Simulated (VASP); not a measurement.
# Te3WCl2 (P6/mmm) in VASP: notebook, part 2 of 2

VASP 6.6.1. The steps go on from the part before.

### 3 Single point, PBE

This run uses another cell than the first one, of 28.47 Å³/atom, 0.793 times its volume.

The input, INCAR:

```
SYSTEM = Te3WCl2
PREC = Accurate ; ENCUT = 520
EDIFF = 1E-7 ; ISMEAR = 0
SIGMA = 0.1 ; LREAL = .False.
LASPH = .True. ; NELM = 100
ALGO = Normal ; ISIF = 2
LWAVE = .False. ; LCHARG = .False.
GGA = PE ; NBANDS = 32
```

The input, KPOINTS:

```
Automatic mesh
0
Gamma
  6 6 4
  0 0 0
```

The input, POSCAR:

```
Te3WCl2
1.0
    5.2120599500      0.0000000000      0.0000000000
   -2.6060299800      4.5137763300      0.0000000000
    0.0000000000      0.0000000000      7.2598832500
Te W Cl
3 1 2
Direct
    0.5000000000      0.0000000000      0.0000000000
    0.0000000000      0.5000000000      0.0000000000
    0.5000000000      0.5000000000      0.0000000000
    0.0000000000      0.0000000000      0.5000000000
    0.3333333300      0.6666666700      0.5000000000
    0.6666666700      0.3333333300      0.5000000000
```

Potentials or basis: VASP PAW PBE potentials, release 64 (Te, W_sv, Cl).

Command:

```bash
cat potpaw_PBE.64/Te/POTCAR potpaw_PBE.64/W_sv/POTCAR potpaw_PBE.64/Cl/POTCAR > POTCAR
mpirun -np 1 vasp_std > vasp.out
```

OUTCAR:

```text
SYSTEM = Te3WCl2
   PREC = Accurate
   ENCUT = 520
   EDIFF = 1E-7
   ISMEAR = 0
   LREAL = .False.
   LASPH = .True.
   NELM = 100
   ISIF = 2
   GGA = PE

 ion  position               nearest neighbor table
   1  0.500  0.000  0.000-   2 2.61   2 2.61   3 2.61   3 2.61
   2  0.000  0.500  0.000-   3 2.61   3 2.61   1 2.61   1 2.61
   3  0.500  0.500  0.000-   2 2.61   2 2.61   1 2.61   1 2.61
   4  0.000  0.000  0.500-   5 3.01   6 3.01   6 3.01   5 3.01   6 3.01   5 3.01
   5  0.333  0.667  0.500-   4 3.01   4 3.01   4 3.01
   6  0.667  0.333  0.500-   4 3.01   4 3.01   4 3.01

  LATTYP: Found a hexagonal cell.
 ALAT       =     5.2120599500
 C/A-ratio  =     1.3929009489

  Lattice vectors:

 A1 = (   5.2120599500,   0.0000000000,   0.0000000000)
 A2 = (  -2.6060299800,   4.5137763300,   0.0000000000)
 A3 = (   0.0000000000,   0.0000000000,   7.2598832500)

Analysis of symmetry for initial positions (statically):
=====================================================================
 Subroutine PRICEL returns:
 Original cell was already a primitive cell.
[... 178 lines left out ...]
 cond. band min:       5.3522032724   @ k =   0.1667   0.1667   0.5000
 fundamental gap:      0.0272498505
 Fermi energy:         5.3312964428

 k-point     1 :       0.0000    0.0000    0.0000
  band No.  band energies     occupation
      1     -69.6302      2.00000
      2     -33.8816      2.00000
      3     -33.8816      2.00000
      4     -33.4367      2.00000
      5     -10.8862      2.00000
      6     -10.3706      2.00000
[... 724 lines left out ...]
     31       8.6807      0.00000
     32      12.1144      0.00000

------------------------ aborting loop because EDIFF is reached ----------------------------------------

  FORCE on cell =-STRESS in cart. coord.  units (eV):
  Direction    XX          YY          ZZ          XY          YZ          ZX
  --------------------------------------------------------------------------------------
  -------------------------------------------------------------------------------------
  Total       20.4547968     20.4547968     -1.0974633     -0.0000000     -0.0000000     -0.0000000
  in kB      191.8786603    191.8786609    -10.2948855     -0.0000002     -0.0000000     -0.0000000
  external PRESSURE =     124.4874786 kB  Pullay stress =       0.0000000 kB

 VOLUME and BASIS-vectors are now :
 -----------------------------------------------------------------------------
  energy-cutoff  :      520.00
  volume of cell :      170.80
      direct lattice vectors                 reciprocal lattice vectors
     5.212059950  0.000000000  0.000000000     0.191862720  0.110771993  0.000000000
    -2.606029980  4.513776330  0.000000000     0.000000000  0.221543986  0.000000000
     0.000000000  0.000000000  7.259883250     0.000000000  0.000000000  0.137743262

 POSITION                                       TOTAL-FORCE (eV/Angst)
 -----------------------------------------------------------------------------------
      2.60603      0.00000      0.00000        -0.000000     -0.000000      0.000000
     -1.30301      2.25689      0.00000        -0.000000     -0.000000      0.000000
      1.30301      2.25689      0.00000        -0.000000     -0.000000      0.000000
      0.00000      0.00000      3.62994        -0.000000     -0.000000      0.000000
     -0.00000      3.00918      3.62994        -0.000000      0.000000     -0.000000
      2.60603      1.50459      3.62994         0.000000      0.000000      0.000000
 -----------------------------------------------------------------------------------
    total drift:                                0.000000     -0.000000      0.000000

  FREE ENERGIE OF THE ION-ELECTRON SYSTEM (eV)
  ---------------------------------------------------
  free  energy   TOTEN  =       -16.0903302384 eV

  energy  without entropy=      -16.0298108840  energy(sigma->0) =      -16.06007056
```

Run time: 2.4 min. Hardware: 1 thread of Intel Xeon Platinum 8259CL at 2.50GHz (Skylake/Cascade Lake), shared host; peak memory 0.34 GiB.

What came out:

- Free energy: -16.0903 eV
- Pressure: 12.4 GPa
- Band gap on the k mesh: zero (band 23 reaches 5.55 eV, above the bottom of band 24 at 5.09 eV)

Levels at points of the mesh, in eV from the Fermi level:
```tsv
k point	band 19	band 20	band 21	band 22	band 23	band 24	band 25	band 26	band 27	band 28
(0.00, 0.00, 0.00)	-2.82	-0.77	-0.20	-0.20	0.06	0.06	0.21	1.04	1.04	2.75
(0.50, 0.00, 0.00)	-1.09	-0.85	-0.80	-0.51	-0.28	-0.24	0.26	0.29	0.44	0.91
(0.00, 0.00, 0.50)	-2.75	-0.13	-0.13	-0.12	0.22	0.22	0.22	1.04	1.04	1.78
(0.50, 0.00, 0.50)	-1.11	-0.88	-0.43	-0.33	-0.11	-0.07	-0.06	-0.02	0.30	0.91
```

Caveat: spin-orbit coupling is left out, which moves the levels of the heavy elements.

### 4 Single point, PBE, collinear spin, ferrimagnetic start

This run uses another cell than the first one, of 28.47 Å³/atom, 0.793 times its volume.

The input, INCAR:

```
ALGO     = Normal         # electronic algorithm
EDIFF    = 1E-6           # SCF threshold, eV
ENCUT    = 520            # plane-wave cutoff, eV
GGA      = PE             # functional
ISIF     = 2              # what is computed and relaxed
ISMEAR   = 0              # smearing method
ISPIN    = 2              # spin polarisation
LASPH    = T              # aspherical terms in the spheres
LCHARG   = F              # write CHGCAR
LMAXMIX  = 4              # l up to which the mixer works
LORBIT   = 11             # projections on sites
LREAL    = F              # projectors in reciprocal space
LWAVE    = F              # write WAVECAR
MAGMOM   = -0.11 -0.11 -0.11 3.36 -0.06 -0.06 # initial moments
NBANDS   = 36             # bands
NELM     = 150            # most SCF steps
PREC     = Accurate       # precision mode
SIGMA    = 0.1            # smearing width, eV
```

The input, KPOINTS:

```
k-points
0
Gamma
  6 6 4
```

POSCAR is that of step 3.

Command:

```bash
cat potpaw_PBE.64/Te/POTCAR potpaw_PBE.64/W_sv/POTCAR potpaw_PBE.64/Cl/POTCAR > POTCAR
mpirun -np 1 vasp_std > vasp.out
```

Run time: 5.7 min. Hardware: 1 thread of Intel Xeon Platinum 8259CL at 2.50GHz (Skylake/Cascade Lake), shared host; peak memory 0.46 GiB.

The run converged. Its results:

```yaml
Free_energy: -17.4718 eV
Pressure: 15.1 GPa
Net_moment: 3.21 μB per cell
Site_moments: Te -0.12; W +3.04; Cl -0.06 μB
Valence_electrons_inside_the_program's_atomic_spheres: Te 3.58; W 11.48; Cl 5.04
```

Stress tensor (GPa, compression positive):
```
22.29  0.00  0.00
 0.00 22.29  0.00
 0.00  0.00  0.62
```

Levels at points of the mesh, in eV from the Fermi level:
Spin up:
```
           k point  band 20  band 21  band 22  band 23  band 24  band 25  band 26  band 27  band 28  band 29
(0.00, 0.00, 0.00)    -1.75    -1.31    -1.31    -0.51     0.33     0.33     0.42     0.42     2.68     4.11
(0.50, 0.00, 0.00)    -1.43    -1.02    -0.96    -0.75    -0.70    -0.09     0.16     0.29     0.49     1.48
(0.00, 0.00, 0.50)    -1.25    -1.25    -1.23    -0.46     0.38     0.38     0.53     0.53     1.63     4.26
(0.50, 0.00, 0.50)    -1.16    -0.97    -0.95    -0.88    -0.57    -0.04     0.03     0.18     0.49     1.41
```
Spin down:
```csv
k point,band 17,band 18,band 19,band 20,band 21,band 22,band 23,band 24,band 25,band 26
"(0.00, 0.00, 0.00)",-2.84,-2.84,-2.63,-0.02,-0.02,0.33,1.38,1.38,1.40,2.32
"(0.50, 0.00, 0.00)",-2.42,-1.79,-1.04,-0.77,-0.50,-0.22,-0.15,1.00,1.48,1.67
"(0.00, 0.00, 0.50)",-2.86,-2.86,-2.55,0.15,0.15,1.12,1.50,1.50,1.59,1.90
"(0.50, 0.00, 0.50)",-2.69,-2.59,-1.05,-0.80,-0.24,-0.15,-0.08,0.96,1.36,1.38
```

Caveat: spin-orbit coupling is left out, which moves the levels of the heavy elements.

### 5 The runs side by side

```csv
spin,cell,gap on the mesh (eV),pressure (GPa),moment (μB)
"collinear, ferrimagnetic start","a = 5.711, b = 5.711, c = 7.629 Å, angles 90.0, 90.0, 120.0°, 6 atoms",none,0.0,3.06
off,"a = 5.212, b = 5.212, c = 7.260 Å, angles 90.0, 90.0, 120.0°, 6 atoms",none,12.4,-
"collinear, ferrimagnetic start","a = 5.212, b = 5.212, c = 7.260 Å, angles 90.0, 90.0, 120.0°, 6 atoms",none,15.1,3.21
```

Alike in all rows: task single point; level PBE; potentials or basis VASP PAW PBE potentials, release 64 (Te, W_sv, Cl); k mesh 6 × 6 × 4; cutoff (eV) 520; smearing gaussian 0.1 eV.

Caveats: spin-orbit coupling is left out, which moves the levels of the heavy elements; this functional lacks dispersion, which binds the layers, so the pressure and a relaxed spacing across them are unreliable (some runs).

Absolute energies hang on the potentials; compare differences alone.
